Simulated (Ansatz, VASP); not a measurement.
One calculation of SnO, two programs

```
Sn O
1.0
     5.94412   -0.39986   -0.48872
    -0.45815    7.00827   -0.20169
    -0.46384   -0.19638    8.51102
Sn O
9 9
Cartesian
  1.5540 1.7646 6.8077
  0.0041 5.0533 7.0390
  1.8172 3.8709 2.4885
  -0.4270 6.4591 3.8526
  5.1275 2.2059 0.1066
  2.1305 0.6008 1.7888
  3.7581 5.4283 0.1654
  2.7964 6.1088 5.2004
  4.5957 2.4908 3.9779
  3.9146 0.5458 0.6140
  0.8057 -0.0510 5.9560
  1.7348 5.4675 1.0383
  -0.1826 3.1637 2.6005
  0.9824 1.4686 0.1842
  2.1787 5.0044 6.8813
  4.3186 4.5981 4.3805
  0.0899 3.0654 6.0259
  1.3138 5.2057 3.9820
```

Alike in both runs: task single point; functional PBE; dispersion D3(BJ); k mesh 4 × 3 × 3; occupations gaussian, width 0.02 eV; no spin polarisation.

|  | VASP | Ansatz |
| --- | --- | --- |
| version | VASP 6.6.1 | Ansatz 0.2.0 |
| potentials or method | VASP PAW PBE potentials, release 64 (Sn_d, O), cutoff 520 eV | scalar-relativistic, plane waves, PAW |
| valence electrons in the cell | 180 | 180 |

|  | VASP | Ansatz | Ansatz less VASP |
| --- | --- | --- | --- |
| gap on the k mesh at the Fermi level (eV) | 1.29 | 1.30 | +0.013 |
| least direct gap on the mesh (eV) | 1.43 | 1.44 | +0.012 |
| rms of the force components (eV/Å) | 0.033 | 0.009 | -0.0246 |

Atom by atom the forces differ by 0.032 eV/Å (rms over components).
